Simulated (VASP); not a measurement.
# CdS (P6_3mc) in VASP: single point with RPBE

Aim: the single point of CdS with RPBE.

Program: VASP 6.6.1. These are calculated values, not measurements. Logs are shortened: lines on timing, memory, paths and dates and some standing lists are left out, and cuts for length are marked.

## Step 1: The cell of the first run

Symmetry: P6_3mc, No. 186, hexagonal system. Conventional cell: a = 4.255 Å, b = 4.255 Å, c = 6.921 Å, α = 90.00°, β = 90.00°, γ = 120.00°. Cd (site symmetry 3m) has 4 S at 2.60 to 2.61 Å within 3.4 Å. Within 3.4 Å of S (site symmetry 3m) lie 4 Cd at 2.60 to 2.61 Å.

## Step 2: Single point, RPBE

Contents of INCAR:

```
SYSTEM = CdS
PREC = Accurate
ENCUT = 500
EDIFF = 1E-6
ISMEAR = 0
SIGMA = 0.02
LREAL = .False.
LASPH = .True.
NELM = 120
ALGO = Normal
ISIF = 2
LWAVE = .False.
LCHARG = .True.
GGA = RP
LELF = .True.
LVHAR = .True.
NBANDS = 26
GGA_COMPAT = .False.
```

Contents of KPOINTS:

```
regular mesh
0
Gamma
  6 6 4
  0 0 0
```

Contents of POSCAR:

```
CdS
1.0
    4.2545089025      0.0000000000      0.0000000000
   -2.1272544513      3.6845127902      0.0000000000
    0.0000000000      0.0000000000      6.9209780922
Cd S
2 2
Direct
    0.6666666667      0.3333333333      0.5001715668
    0.3333333333      0.6666666667      0.0001715668
    0.6666666667      0.3333333333      0.8768284332
    0.3333333333      0.6666666667      0.3768284332
```

Potentials or basis: VASP PAW PBE potentials, release 64 (Cd, S).

Started as:

```bash
$ cat potpaw_PBE.64/Cd/POTCAR potpaw_PBE.64/S/POTCAR > POTCAR
$ mpirun -np 1 vasp_std > vasp.out
```

OUTCAR:

```text
SYSTEM = CdS
   PREC = Accurate
   ENCUT = 500
   EDIFF = 1E-6
   ISMEAR = 0
   LREAL = .False.
   LASPH = .True.
   NELM = 120
   ISIF = 2
   GGA = RP

 ion  position               nearest neighbor table
   1  0.667  0.333  0.500-   4 2.60   4 2.60   4 2.60   3 2.61
   2  0.333  0.667  0.000-   3 2.60   3 2.60   3 2.60   4 2.61
   3  0.667  0.333  0.877-   2 2.60   2 2.60   2 2.60   1 2.61
   4  0.333  0.667  0.377-   1 2.60   1 2.60   1 2.60   2 2.61

  LATTYP: Found a hexagonal cell.
 ALAT       =     4.2545089025
 C/A-ratio  =     1.6267395958

  Lattice vectors:

 A1 = (   4.2545089025,   0.0000000000,   0.0000000000)
 A2 = (  -2.1272544513,   3.6845127902,   0.0000000000)
 A3 = (   0.0000000000,   0.0000000000,   6.9209780922)

Analysis of symmetry for initial positions (statically):
=====================================================================
 Subroutine PRICEL returns:
 Original cell was already a primitive cell.

 Routine SETGRP: Setting up the symmetry group for a
 hexagonal supercell.

 Subroutine GETGRP returns: Found 12 space group operations
 (whereof  6 operations were pure point group operations)
 out of a pool of 24 trial point group operations.

The static configuration has the point symmetry C_3v.
 The point group associated with its full space group is C_6v.

Analysis of symmetry for dynamics (positions and initial velocities):
=====================================================================
 Subroutine PRICEL returns:
 Original cell was already a primitive cell.

 Routine SETGRP: Setting up the symmetry group for a
 hexagonal supercell.

 Subroutine GETGRP returns: Found 12 space group operations
 (whereof  6 operations were pure point group operations)
 out of a pool of 24 trial point group operations.

The dynamic configuration has the point symmetry C_3v.
 The point group associated with its full space group is C_6v.

 Subroutine INISYM returns: Found 12 space group operations
 (whereof  6 operations are pure point group operations),
 and found     1 'primitive' translations

----------------------------------------------------------------------------------------

                                     Primitive cell

  volume of cell :     108.4918

  direct lattice vectors                    reciprocal lattice vectors
     4.254508902  0.000000000  0.000000000     0.235044754  0.135703152  0.000000000
    -2.127254451  3.684512790  0.000000000     0.000000000  0.271406304  0.000000000
     0.000000000  0.000000000  6.920978092     0.000000000  0.000000000  0.144488248

  length of vectors
     4.254508902  4.254508903  6.920978092     0.271406304  0.271406304  0.144488248

  position of ions in fractional coordinates (direct lattice)
     0.666666667  0.333333333  0.500171567
     0.333333333  0.666666667  0.000171567
     0.666666667  0.333333333  0.876828433
     0.333333333  0.666666667  0.376828433

  ion indices of the primitive-cell ions
   primitive index   ion index
                 1           1
                 2           2
                 3           3
                 4           4

----------------------------------------------------------------------------------------

 KPOINTS: regular mesh

Automatic generation of k-mesh.
 Grid dimensions read from file:
 generate k-points for:    6    6    4

 Generating k-lattice:

  Cartesian coordinates                     Fractional coordinates (reciprocal lattice)
     0.039174126  0.022617192  0.000000000     0.166666667 -0.000000000  0.000000000
     0.000000000  0.045234384  0.000000000     0.000000000  0.166666667  0.000000000
     0.000000000  0.000000000  0.036122062     0.000000000  0.000000000  0.250000000

  Length of vectors
     0.045234384  0.045234384  0.036122062

  Shift w.r.t. Gamma in fractional coordinates (k-lattice)
     0.000000000  0.000000000  0.000000000

 Subroutine IBZKPT returns following result:
 ===========================================

 Found     21 irreducible k-points:

 Following reciprocal coordinates:
            Coordinates               Weight
  0.000000  0.000000  0.000000      1.000000
  0.166667  0.000000  0.000000      6.000000
  0.333333  0.000000  0.000000      6.000000
  0.500000  0.000000  0.000000      3.000000
  0.166667  0.166667  0.000000      6.000000
  0.333333  0.166667  0.000000     12.000000
[... 13 lines left out ...]
  0.333333  0.166667  0.500000     12.000000
  0.333333  0.333333  0.500000      2.000000
   k-points           NKPTS =     21   k-points in BZ     NKDIM =     21   number of bands    NBANDS=     26
   number of dos      NEDOS =    301   number of ions     NIONS =      4
   total plane-waves  NPLWV =  51200
   dimension x,y,z NGX =    32 NGY =   32 NGZ =   50
   dimension x,y,z NGXF=    64 NGYF=   64 NGZF=  100
   ions per type =               2   2
   NGX,Y,Z   is equivalent  to a cutoff of  12.50, 12.50, 12.01 a.u.
   NGXF,Y,Z  is equivalent  to a cutoff of  25.01, 25.01, 24.02 a.u.
 SYSTEM =  CdS
   PREC   = accura    normal or accurate (medium, high low for compatibility)
   ISTART =      0    job   : 0-new  1-cont  2-samecut
   ICHARG =      2    charge: 1-file 2-atom 10-const
   ISPIN  =      1    spin polarized calculation?
   LNONCOLLINEAR =      F non collinear calculations
   LSORBIT =      F    spin-orbit coupling
   LASPH  =      T    aspherical Exc in radial PAW
   ENCUT  =  500.0 eV  36.75 Ry    6.06 a.u.   7.76  7.76 12.62*2*pi/ulx,y,z
   NELM   =    120;   NELMIN=  2; NELMDL= -5     # of ELM steps
   EDIFF  = 0.1E-05   stopping-criterion for ELM
   LREAL  =      F    real-space projection
   EDIFFG = 0.1E-04   stopping-criterion for IOM
   NSW    =      0    number of steps for IOM
   IBRION =     -1    ionic relax: 0-MD 1-quasi-New 2-CG
   NFREE  =      0    steps in history (QN), initial steepest desc. (CG)
   ISIF   =      2    stress and relaxation
   ISYM   =      2    0-nonsym 1-usesym 2-fastsym
   POTIM  = 0.5000    time-step for ionic-motion
   TEBEG  =    0.0;   TEEND  =   0.0 temperature during run
   PSTRESS=    0.0 pullay stress
   NELECT =      36.0000    total number of electrons
   NUPDOWN=      -1.0000    fix difference up-down
   EMIN   =  10.00;   EMAX   =-10.00  energy-range for DOS
   EFERMI =   0.00;   METHOD = LEGACY
   ISMEAR =     0;   SIGMA  =   0.02  broadening in eV -4-tet -1-fermi 0-gaus
   EFERMI_NEDOS =   21; number of points for ismear=-14 and -15
   IALGO  =     38    algorithm
   IMIX   =      4    mixing-type and parameters
     AMIX     =   0.40;   BMIX     =  1.00
     AMIX_MAG =   1.60;   BMIX_MAG =  1.00
  volume/ion in A,a.u.               =      27.12       183.03
  Fermi-wavevector in a.u.,A,eV,Ry     =   1.133383  2.141783 17.477458  1.284557
  Thomas-Fermi vector in A             =   2.270086
   LORBIT       =      0    0 simple, 1 ext, 2 COOP (PROOUT), +10 PAW based schemes
   GGA     = RP    functional components
   LHFCALC =     F    Hartree Fock is set to
   AEXX    =    0.0000 exact exchange contribution
   IVDW    =     0    specifies the selected vdW correction
   LEPSILON=     F    determine dielectric tensor
   LRPA    =     F    only Hartree local field effects (RPA)
 non-spin polarized calculation
 Gauss-broadening in eV      SIGMA  =   0.02
  energy-cutoff  :      500.00
  volume of cell :      108.49
 maximum number of plane-waves:      2786
 NGX is ok and might be reduce to    32
   NGX = 15   NGY = 15   NGZ = 25

 number of electron      36.0000001 magnetization

 Free energy of the ion-electron system (eV)
  ---------------------------------------------------
  ext. energy  EPLUGINS =         0.00000000
  ---------------------------------------------------
  free energy    TOTEN  =       -11.05922849 eV

  energy without entropy =      -11.05922849  energy(sigma->0) =      -11.05922849

 E-fermi :   0.8131     XC(G=0):  -8.4669

 val. band max:        0.7190857155   @ k =   0.0000   0.0000   0.0000
 cond. band min:       1.9160897151   @ k =   0.0000   0.0000   0.0000
 fundamental gap:      1.1970039996
 Fermi energy:         0.8131192650

 k-point     1 :       0.0000    0.0000    0.0000
  band No.  band energies     occupation
      1     -11.1241      2.00000
      2     -10.7807      2.00000
      3      -6.7223      2.00000
      4      -6.7178      2.00000
      5      -6.7178      2.00000
      6      -6.6519      2.00000
[... 18 lines left out ...]
     25       8.2961      0.00000
     26       8.3420      0.00000

 k-point     2 :       0.1667    0.0000    0.0000
  band No.  band energies     occupation
      1     -11.0482      2.00000
      2     -10.7480      2.00000
      3      -6.6974      2.00000
      4      -6.6883      2.00000
      5      -6.6491      2.00000
      6      -6.6120      2.00000
[... 18 lines left out ...]
     25       8.2368      0.00000
     26       8.8186      0.00000

 k-point     3 :       0.3333    0.0000    0.0000
  band No.  band energies     occupation
      1     -10.8849      2.00000
      2     -10.6934      2.00000
      3      -6.6541      2.00000
      4      -6.6430      2.00000
      5      -6.5378      2.00000
      6      -6.5271      2.00000
[... 18 lines left out ...]
     25       9.1552      0.00000
     26       9.3596      0.00000

 k-point     4 :       0.5000    0.0000    0.0000
  band No.  band energies     occupation
      1     -10.7886      2.00000
      2     -10.6808      2.00000
      3      -6.6402      2.00000
      4      -6.6289      2.00000
      5      -6.4884      2.00000
      6      -6.4761      2.00000
[... 18 lines left out ...]
     25       9.1315      0.00000
     26      10.6360      0.00000
[... 409 lines left out ...]
      1     -10.8103      2.00000
      2     -10.8103      2.00000
      3      -6.6187      2.00000
      4      -6.6187      2.00000
      5      -6.5969      2.00000
      6      -6.5969      2.00000
[... 18 lines left out ...]
     25       8.7212      0.00000
     26       8.7212      0.00000

 k-point    20 :       0.3333    0.1667    0.5000
  band No.  band energies     occupation
      1     -10.7279      2.00000
      2     -10.7279      2.00000
      3      -6.5932      2.00000
      4      -6.5932      2.00000
      5      -6.5611      2.00000
      6      -6.5611      2.00000
[... 18 lines left out ...]
     25       9.1659      0.00000
     26       9.1659      0.00000

 k-point    21 :       0.3333    0.3333    0.5000
  band No.  band energies     occupation
      1     -10.7014      2.00000
      2     -10.7014      2.00000
      3      -6.5707      2.00000
      4      -6.5707      2.00000
      5      -6.5597      2.00000
      6      -6.5597      2.00000
[... 18 lines left out ...]
     25      10.1105      0.00000
     26      10.1303      0.00000

------------------------ aborting loop because EDIFF is reached ----------------------------------------

  FORCE on cell =-STRESS in cart. coord.  units (eV):
  Direction    XX          YY          ZZ          XY          YZ          ZX
  --------------------------------------------------------------------------------------
  -------------------------------------------------------------------------------------
  Total        0.1447880      0.1447880      0.1466432     -0.0000000      0.0000000      0.0000000
  in kB        2.1381896      2.1381896      2.1655869     -0.0000000      0.0000000      0.0000000
  external PRESSURE =       2.1473220 kB  Pullay stress =       0.0000000 kB

 VOLUME and BASIS-vectors are now :
 -----------------------------------------------------------------------------
  energy-cutoff  :      500.00
  volume of cell :      108.49
      direct lattice vectors                 reciprocal lattice vectors
     4.254508902  0.000000000  0.000000000     0.235044754  0.135703152  0.000000000
    -2.127254451  3.684512790  0.000000000     0.000000000  0.271406304  0.000000000
     0.000000000  0.000000000  6.920978092     0.000000000  0.000000000  0.144488248

 POSITION                                       TOTAL-FORCE (eV/Angst)
 -----------------------------------------------------------------------------------
      2.12725      1.22817      3.46168        -0.000000      0.000000     -0.000643
     -0.00000      2.45634      0.00119         0.000000     -0.000000     -0.000643
      2.12725      1.22817      6.06851        -0.000000     -0.000000      0.000643
     -0.00000      2.45634      2.60802         0.000000      0.000000      0.000643
 -----------------------------------------------------------------------------------
    total drift:                               -0.000000      0.000000      0.000303

  FREE ENERGIE OF THE ION-ELECTRON SYSTEM (eV)
  ---------------------------------------------------
  free  energy   TOTEN  =       -11.0592284896 eV

  energy  without entropy=      -11.0592284896  energy(sigma->0) =      -11.05922849
```

It took 81 s on 1 thread of Intel Xeon 8259CL, shared host; peak memory 0.23 GiB.

Results:

```
Free energy            : -11.0592 eV
Pressure               : 0.2 GPa
Band gap on the k mesh : 1.20 eV
```

Levels at points of the mesh, in eV from the valence-band top:
```csv
k point,band 14,band 15,band 16,band 17,band 18,band 19,band 20,band 21,band 22,band 23
"(0.00, 0.00, 0.00)",-0.64,-0.64,-0.03,0.00,0.00,1.20,2.81,6.56,6.56,6.86
"(0.50, 0.00, 0.00)",-3.14,-2.24,-1.57,-1.07,-0.63,3.63,3.98,5.30,6.27,7.11
"(0.00, 0.00, 0.50)",-2.22,-0.33,-0.33,-0.33,-0.33,2.79,2.79,6.24,6.24,6.90
"(0.50, 0.00, 0.50)",-3.66,-1.13,-1.13,-1.12,-1.12,3.56,3.56,5.44,5.44,7.89
```

Caveat: the PAW data sets were made with another functional, which shifts forces and pressure a little.
